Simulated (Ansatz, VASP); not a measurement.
KAlPb3 in VASP and in Ansatz

```
K Al Pb
1.0
     5.94634    0.00000    0.00000
     0.00000    5.94634    0.00000
     0.00000    0.00000    5.94634
K Al Pb
1 1 3
Cartesian
  2.9732 2.9732 2.9732
  0.0000 0.0000 0.0000
  0.0000 2.9732 2.9732
  2.9732 0.0000 2.9732
  2.9732 2.9732 0.0000
```

Alike in both runs: task relaxation of cell and atoms; functional PBE; k mesh 6 × 6 × 6; occupations gaussian, width 0.1 eV; no spin polarisation.

```csv
,VASP,Ansatz
version,VASP 6.6.1,Ansatz 0.2.0
potentials or method,"VASP PAW PBE potentials, release 64 (K_sv, Al, Pb_d), cutoff 500 eV","scalar-relativistic, plane waves, PAW"
valence electrons in the cell,54,54
```

```tsv
	VASP	Ansatz	Ansatz less VASP
gap on the k mesh at the Fermi level, each at its own relaxed structure (eV)	none	none	-
relaxed volume (Å³/atom)	43.40	43.30	-0.098
relaxed cell length with the largest relative difference (Å)	6.009	6.005	-0.0045
```

A gap of «none» marks a metal or a gap that the smearing closes.

Spin-orbit coupling is off throughout.
